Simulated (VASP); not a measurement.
The system is TeP2.

```
Te P
1.0
     1.79902   -5.93238    0.00000
     1.79902    5.93238    0.00000
     0.00000    0.00000    2.95373
Te P
1 2
Direct
  0.50000 0.50000 0.00000
  0.81363 0.18637 0.00000
  0.18637 0.81363 0.00000
```

* Program: VASP 6.6.1
* Task: relaxation of cell and atoms
* Functional: PBE
* Potentials or basis: VASP PAW PBE potentials, release 64 (Te, P)
* Cutoff: 600 eV
* k mesh: 6 × 6 × 6
* Occupations: gaussian, width 0.1 eV
* Spin: no spin polarisation

At the start: pressure 0.2 GPa; volume 21.02 Å³/atom.

**Question.** Where does the relaxation end?

**Answer.** Over 20 steps the energy falls by 165.0 meV/atom and the volume is 24.70 Å³/atom (+17.5 %); space group Cmmm (No. 65, to 0.05 Å).

Step by step:
```
step  energy change (eV)  largest force (eV/Å)  pressure (GPa)  volume (Å³)
   1              0.0000                0.0433            0.19        63.05
   2             -0.0585                0.3963           -0.63        63.23
   3             -0.1035                0.6325           -0.55        63.33
   4             -0.0324                0.5419            3.17        63.25
   5             -0.1106                0.6226           -0.26        63.35
   6             -0.1635                0.4891            1.00        63.19
   7             -0.1722                0.3729            2.16        63.04
   8             -0.2045                0.2722            1.77        63.77
   9             -0.2769                0.0044            1.27        65.58
  10             -0.2765                0.7557            2.38        68.96
  11             -0.3865                0.6045           -0.66        72.99
  12             -0.4181                0.1772           -2.42        75.98
  13             -0.4465                0.3825           -1.22        75.76
  14             -0.4600                0.2089           -1.72        75.87
  15             -0.4881                0.3553            0.90        73.36
  16             -0.4884                0.3152            0.66        73.57
  17             -0.4877                0.2181            0.54        73.61
  18             -0.4940                0.0723            0.56        73.59
  19             -0.4950                0.0734           -0.14        74.28
  20             -0.4951                0.0363            0.04        74.10
```

Final structure:
```
CELL_PARAMETERS angstrom
1.63729 -8.14517 0.00000
1.63729 8.14517 0.00000
0.00000 0.00000 2.77835
ATOMIC_POSITIONS crystal
Te 0.50000 0.50000 0.00000
P 0.79568 0.20432 0.00000
P 0.20432 0.79568 0.00000
```

Caveat: the volume moved by over 15 % at a fixed basis, so the end points are rough.
